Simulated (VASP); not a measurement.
Wanted: the native input for a VASP 6.6.1 run.

```
Task                   : single point
Functional             : LDA
Potentials or basis    : VASP PAW LDA potentials, release 64 (Ir)
Cutoff                 : 520 eV
k mesh                 : 18 × 18 × 10
Occupations            : gaussian, width 0.15 eV
Spin                   : no spin polarisation
Dipole correction      : no
Further INCAR settings : ALGO = Normal; EDIFF = 1e-07; NBANDS = 16
```

The structure of Ir lies in POSCAR:

```
Ir
1.0
    2.7864000000      0.0000000000      0.0000000000
   -1.3932000000      2.4130931851      0.0000000000
    0.0000000000      0.0000000000      4.3862377060
Ir
2
Direct
    0.6666666667      0.3333333333      0.7500000000
    0.3333333333      0.6666666667      0.2500000000
```

This isn't the form of Ir at room conditions, which is fcc.

These files were run (other wordings do the same):

INCAR

```
ALGO = Normal ; EDIFF = 1E-7
ENCUT = 520 ; GGA = CA
ISIF = 2 ; ISMEAR = 0
LASPH = T ; LCHARG = F
LREAL = F ; LWAVE = F
NBANDS = 16 ; NELM = 60
PREC = Accurate ; SIGMA = 0.15
```

KPOINTS

```
k-points
0
Gamma
  18 18 10
```

Potentials or basis: VASP PAW LDA potentials, release 64 (Ir).

Run with:

```sh
$ cat potpaw_LDA.64/Ir/POTCAR > POTCAR
$ mpirun -np 1 vasp_std > vasp.out
```

It gave:

The pressure is -17.9 GPa and the band gap on the k mesh is zero (bands 9 and 10 overlap by 3.14 eV).

Caveat: the cell stands under tension; spin-orbit coupling is left out, which moves the levels of the heavy elements.

Run time: 92 s on 1 thread of AMD EPYC 9R45 (Zen 5), with other jobs on the host, peak memory 0.18 GiB.
